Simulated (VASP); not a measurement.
# Sb in VASP: single point with LDA

Aim: the single point of Sb with LDA.

Everything below comes from runs of VASP 6.6.1. Logs are shortened: lines on timing, memory, paths and dates and some standing lists are left out, and cuts for length are marked.

## (1) The cell of the first run

The cell holds a slab with vacuum, 12 atoms: a = 3.353 Å, b = 3.353 Å, c = 41.084 Å, α = 90.00°, β = 90.00°, γ = 90.00°.

## (2) Single point, LDA

Contents of INCAR:

```
SYSTEM = Sb
PREC = Accurate
ENCUT = 520
EDIFF = 1E-6
ISMEAR = -1
SIGMA = 0.02
LREAL = .False.
LASPH = .True.
NELM = 80
ALGO = Normal
ISIF = 2
LWAVE = .False.
LCHARG = .False.
LDIPOL = .True.
IDIPOL = 3
DIPOL = 0.5 0.5 0.500
GGA = CA
NBANDS = 42
```

Contents of KPOINTS:

```
Automatic mesh
0
Gamma
  15 15 1
  0 0 0
```

Contents of POSCAR:

```
Sb
1.0
    2.3712425216     -2.3712425216      0.0000000000
    2.3712425216      2.3712425216      0.0000000000
    0.0000000000      0.0000000000     41.0836677376
Sb
12
Direct
    0.0000000000      0.0000000000      0.1825542950
    0.5000000000      0.5000000000      0.2402716959
    0.0000000000      0.0000000000      0.2979890968
    0.5000000000      0.5000000000      0.3557064977
    0.0000000000      0.0000000000      0.4134238986
    0.5000000000      0.5000000000      0.4711412995
    0.0000000000      0.0000000000      0.5288587005
    0.5000000000      0.5000000000      0.5865761014
    0.0000000000      0.0000000000      0.6442935023
    0.5000000000      0.5000000000      0.7020109032
    0.0000000000      0.0000000000      0.7597283041
    0.5000000000      0.5000000000      0.8174457050
```

Potentials or basis: VASP PAW LDA potentials, release 64 (Sb).

Launch:

```
> cat potpaw_LDA.64/Sb/POTCAR > POTCAR
> mpirun -np 1 vasp_std > vasp.out
```

OUTCAR:

```text
SYSTEM = Sb
   PREC = Accurate
   ENCUT = 520
   EDIFF = 1E-6
   ISMEAR = -1
   LREAL = .False.
   LASPH = .True.
   NELM = 80
   ISIF = 2
   GGA = CA

 ion  position               nearest neighbor table
   1  0.000  0.000  0.183-   2 3.35   2 3.35   2 3.35   2 3.35
   2  0.500  0.500  0.240-   1 3.35   1 3.35   1 3.35   1 3.35   3 3.35   3 3.35   3 3.35   3 3.35

   3  0.000  0.000  0.298-   4 3.35   4 3.35   4 3.35   4 3.35   2 3.35   2 3.35   2 3.35   2 3.35

   4  0.500  0.500  0.356-   3 3.35   3 3.35   3 3.35   3 3.35   5 3.35   5 3.35   5 3.35   5 3.35
[... 11 lines left out ...]
  10  0.500  0.500  0.702-   9 3.35   9 3.35   9 3.35   9 3.35  11 3.35  11 3.35  11 3.35  11 3.35

  11  0.000  0.000  0.760-  12 3.35  12 3.35  12 3.35  12 3.35  10 3.35  10 3.35  10 3.35  10 3.35

  12  0.500  0.500  0.817-  11 3.35  11 3.35  11 3.35  11 3.35

  LATTYP: Found a simple tetragonal cell.
 ALAT       =     3.3534433337
 C/A-ratio  =    12.2511888972

  Lattice vectors:

 A1 = (   2.3712425216,  -2.3712425216,   0.0000000000)
 A2 = (   2.3712425216,   2.3712425216,   0.0000000000)
 A3 = (   0.0000000000,   0.0000000000,  41.0836677376)

Analysis of symmetry for initial positions (statically):
=====================================================================
 Subroutine PRICEL returns:
 Original cell was already a primitive cell.

 Routine SETGRP: Setting up the symmetry group for a
 simple tetragonal supercell.

 Subroutine GETGRP returns: Found 16 space group operations
 (whereof  8 operations were pure point group operations)
 out of a pool of 16 trial point group operations.

The static configuration has the point symmetry C_4v.
 The point group associated with its full space group is D_4h.

Analysis of symmetry for dynamics (positions and initial velocities):
=====================================================================
 Subroutine PRICEL returns:
 Original cell was already a primitive cell.

 Routine SETGRP: Setting up the symmetry group for a
 simple tetragonal supercell.

 Subroutine GETGRP returns: Found 16 space group operations
 (whereof  8 operations were pure point group operations)
 out of a pool of 16 trial point group operations.

The dynamic configuration has the point symmetry C_4v.
 The point group associated with its full space group is D_4h.

 Subroutine INISYM returns: Found 16 space group operations
 (whereof  8 operations are pure point group operations),
 and found     1 'primitive' translations

----------------------------------------------------------------------------------------

                                     Primitive cell

  volume of cell :     462.0098

  direct lattice vectors                    reciprocal lattice vectors
     2.371242522 -2.371242522  0.000000000     0.210859916 -0.210859916  0.000000000
     2.371242522  2.371242522  0.000000000     0.210859916  0.210859916  0.000000000
     0.000000000  0.000000000 41.083667738     0.000000000  0.000000000  0.024340573

  length of vectors
     3.353443334  3.353443334 41.083667738     0.298200954  0.298200954  0.024340573

  position of ions in fractional coordinates (direct lattice)
     0.000000000  0.000000000  0.182554295
     0.500000000  0.500000000  0.240271696
     0.000000000  0.000000000  0.297989097
     0.500000000  0.500000000  0.355706498
     0.000000000  0.000000000  0.413423899
     0.500000000  0.500000000  0.471141299
     0.000000000  0.000000000  0.528858701
     0.500000000  0.500000000  0.586576101
     0.000000000  0.000000000  0.644293502
     0.500000000  0.500000000  0.702010903
     0.000000000  0.000000000  0.759728304
     0.500000000  0.500000000  0.817445705

  ion indices of the primitive-cell ions
   primitive index   ion index
                 1           1
                 2           2
                 3           3
                 4           4
                 5           5
                 6           6
                 7           7
                 8           8
                 9           9
                10          10
                11          11
                12          12

----------------------------------------------------------------------------------------

 KPOINTS: Automatic mesh

Automatic generation of k-mesh.
 Grid dimensions read from file:
 generate k-points for:   15   15    1

 Generating k-lattice:

  Cartesian coordinates                     Fractional coordinates (reciprocal lattice)
     0.014057328 -0.014057328  0.000000000     0.066666667  0.000000000  0.000000000
     0.014057328  0.014057328  0.000000000     0.000000000  0.066666667  0.000000000
     0.000000000  0.000000000  0.024340573     0.000000000  0.000000000  1.000000000

  Length of vectors
     0.019880064  0.019880064  0.024340573

  Shift w.r.t. Gamma in fractional coordinates (k-lattice)
     0.000000000  0.000000000  0.000000000

 Subroutine IBZKPT returns following result:
 ===========================================

 Found     36 irreducible k-points:

 Following reciprocal coordinates:
            Coordinates               Weight
  0.000000  0.000000  0.000000      1.000000
  0.066667  0.000000  0.000000      4.000000
  0.133333  0.000000  0.000000      4.000000
  0.200000  0.000000  0.000000      4.000000
  0.266667  0.000000  0.000000      4.000000
  0.333333  0.000000  0.000000      4.000000
[... 16 lines left out ...]
  0.266667  0.200000  0.000000      8.000000
  0.333333  0.200000  0.000000      8.000000
 [... further k-points ...]
   k-points           NKPTS =     36   k-points in BZ     NKDIM =     36   number of bands    NBANDS=     42
   number of dos      NEDOS =    301   number of ions     NIONS =     12
   total plane-waves  NPLWV = 250880
   dimension x,y,z NGX =    28 NGY =   28 NGZ =  320
   dimension x,y,z NGXF=    56 NGYF=   56 NGZF=  640
   ions per type =              12
   NGX,Y,Z   is equivalent  to a cutoff of  13.88, 13.88, 12.95 a.u.
   NGXF,Y,Z  is equivalent  to a cutoff of  27.76, 27.76, 25.90 a.u.
 SYSTEM =  Sb
   PREC   = accura    normal or accurate (medium, high low for compatibility)
   ISTART =      0    job   : 0-new  1-cont  2-samecut
   ICHARG =      2    charge: 1-file 2-atom 10-const
   ISPIN  =      1    spin polarized calculation?
   LNONCOLLINEAR =      F non collinear calculations
   LSORBIT =      F    spin-orbit coupling
   LASPH  =      T    aspherical Exc in radial PAW
   ENCUT  =  520.0 eV  38.22 Ry    6.18 a.u.   6.24  6.24 76.39*2*pi/ulx,y,z
   NELM   =     80;   NELMIN=  2; NELMDL= -5     # of ELM steps
   EDIFF  = 0.1E-05   stopping-criterion for ELM
   LREAL  =      F    real-space projection
   EDIFFG = 0.1E-04   stopping-criterion for IOM
   NSW    =      0    number of steps for IOM
   IBRION =     -1    ionic relax: 0-MD 1-quasi-New 2-CG
   NFREE  =      0    steps in history (QN), initial steepest desc. (CG)
   ISIF   =      2    stress and relaxation
   ISYM   =      2    0-nonsym 1-usesym 2-fastsym
   POTIM  = 0.5000    time-step for ionic-motion
   TEBEG  =    0.0;   TEEND  =   0.0 temperature during run
   PSTRESS=    0.0 pullay stress
   NELECT =      60.0000    total number of electrons
   NUPDOWN=      -1.0000    fix difference up-down
   EMIN   =  10.00;   EMAX   =-10.00  energy-range for DOS
   EFERMI =   0.00;   METHOD = LEGACY
   ISMEAR =    -1;   SIGMA  =   0.02  broadening in eV -4-tet -1-fermi 0-gaus
   EFERMI_NEDOS =   21; number of points for ismear=-14 and -15
   IALGO  =     38    algorithm
   IMIX   =      4    mixing-type and parameters
     AMIX     =   0.40;   BMIX     =  1.00
     AMIX_MAG =   1.60;   BMIX_MAG =  1.00
  volume/ion in A,a.u.               =      38.50       259.82
  Fermi-wavevector in a.u.,A,eV,Ry     =   0.829039  1.566656  9.351357  0.687305
  Thomas-Fermi vector in A             =   1.941518
   LORBIT       =      0    0 simple, 1 ext, 2 COOP (PROOUT), +10 PAW based schemes
   GGA     = CA    functional components
   LHFCALC =     F    Hartree Fock is set to
   AEXX    =    0.0000 exact exchange contribution
   IVDW    =     0    specifies the selected vdW correction
   LEPSILON=     F    determine dielectric tensor
   LRPA    =     F    only Hartree local field effects (RPA)
 non-spin polarized calculation
  energy-cutoff  :      520.00
  volume of cell :      462.01
 maximum number of plane-waves:     12518
 NGX is ok and might be reduce to    28
   NGX = 13   NGY = 13   NGZ =153

 dipolmoment           0.000000      0.000000     -0.000000 electrons x Angstroem

 number of electron      60.0000003 magnetization

 dipolmoment           0.000000      0.000000      0.000000 electrons x Angstroem

 Free energy of the ion-electron system (eV)
  ---------------------------------------------------
  ext. energy  EPLUGINS =         0.00000000
  ---------------------------------------------------
  free energy    TOTEN  =       -53.56395556 eV

  energy without entropy =      -53.54738222  energy(sigma->0) =      -53.55566889

 E-fermi :   4.5123     XC(G=0):  -7.6363

 val. band max:        4.5115351766   @ k =   0.4000   0.2000   0.0000
 cond. band min:       4.5151501957   @ k =   0.2000   0.0667   0.0000
 fundamental gap:      0.0036150191
 Fermi energy:         4.5122576866

 k-point     1 :       0.0000    0.0000    0.0000
  band No.  band energies     occupation
      1      -8.4885      2.00000
      2      -8.3576      2.00000
      3      -8.1385      2.00000
      4      -7.8381      2.00000
      5      -7.4371      2.00000
      6      -6.9670      2.00000
[... 1069 lines left out ...]
     41       6.3942      0.00000
     42       6.5486      0.00000

 [... further k-points ...]

------------------------ aborting loop because EDIFF is reached ----------------------------------------

 vacuum level on the upper side and lower side of the slab       (xc-potential included)        -0.150        -0.150

  FORCE on cell =-STRESS in cart. coord.  units (eV):
  Direction    XX          YY          ZZ          XY          YZ          ZX
  --------------------------------------------------------------------------------------
  -------------------------------------------------------------------------------------
  Total       -7.3173363     -7.3173363     -4.7217008      0.0000000      0.0000000      0.0000000
  in kB      -25.3753736    -25.3753736    -16.3741172      0.0000000      0.0000000      0.0000000
  external PRESSURE =     -22.3749548 kB  Pullay stress =       0.0000000 kB

 VOLUME and BASIS-vectors are now :
 -----------------------------------------------------------------------------
  energy-cutoff  :      520.00
  volume of cell :      462.01
      direct lattice vectors                 reciprocal lattice vectors
     2.371242522 -2.371242522  0.000000000     0.210859916 -0.210859916  0.000000000
     2.371242522  2.371242522  0.000000000     0.210859916  0.210859916  0.000000000
     0.000000000  0.000000000 41.083667738     0.000000000  0.000000000  0.024340573

 POSITION                                       TOTAL-FORCE (eV/Angst)
 -----------------------------------------------------------------------------------
      0.00000      0.00000      7.50000         0.000000     -0.000000      0.407369
      2.37124      0.00000      9.87124        -0.000000     -0.000000     -0.291212
      0.00000      0.00000     12.24249        -0.000000      0.000000      0.002301
      2.37124      0.00000     14.61373        -0.000000      0.000000      0.050491
      0.00000      0.00000     16.98497         0.000000      0.000000     -0.034723
      2.37124      0.00000     19.35621         0.000000     -0.000000     -0.041218
      0.00000      0.00000     21.72746        -0.000000      0.000000      0.041218
      2.37124      0.00000     24.09870        -0.000000     -0.000000      0.034723
      0.00000      0.00000     26.46994         0.000000     -0.000000     -0.050491
      2.37124      0.00000     28.84118        -0.000000      0.000000     -0.002301
      0.00000      0.00000     31.21243         0.000000      0.000000      0.291212
      2.37124      0.00000     33.58367         0.000000      0.000000     -0.407369
 -----------------------------------------------------------------------------------
    total drift:                               -0.000000      0.000000     -0.000000

  FREE ENERGIE OF THE ION-ELECTRON SYSTEM (eV)
  ---------------------------------------------------
  free  energy   TOTEN  =       -53.5639555574 eV

  energy  without entropy=      -53.5473822242  energy(sigma->0) =      -53.55566889

 vacuum level on the upper side and lower side of the slab         8.943         8.943
```

It took 20 min on 1 thread of Intel Xeon Platinum 8559C (Emerald Rapids), shared host; peak memory 0.71 GiB.

Results:

```
Free energy   : -53.5640 eV
Largest force : 0.407 eV/Å
```

Forces on the atoms (eV/Å):
```
Sb   0.000  0.000  0.407
Sb   0.000  0.000 -0.291
Sb   0.000  0.000  0.002
Sb   0.000  0.000  0.050
Sb   0.000  0.000 -0.035
Sb   0.000  0.000 -0.041
Sb   0.000  0.000  0.041
Sb   0.000  0.000  0.035
Sb   0.000  0.000 -0.050
Sb   0.000  0.000 -0.002
Sb   0.000  0.000  0.291
Sb   0.000  0.000 -0.407
```

Caveat: the highest band is partly filled, so the run has too few bands; spin-orbit coupling is left out, which moves the levels of the heavy elements.
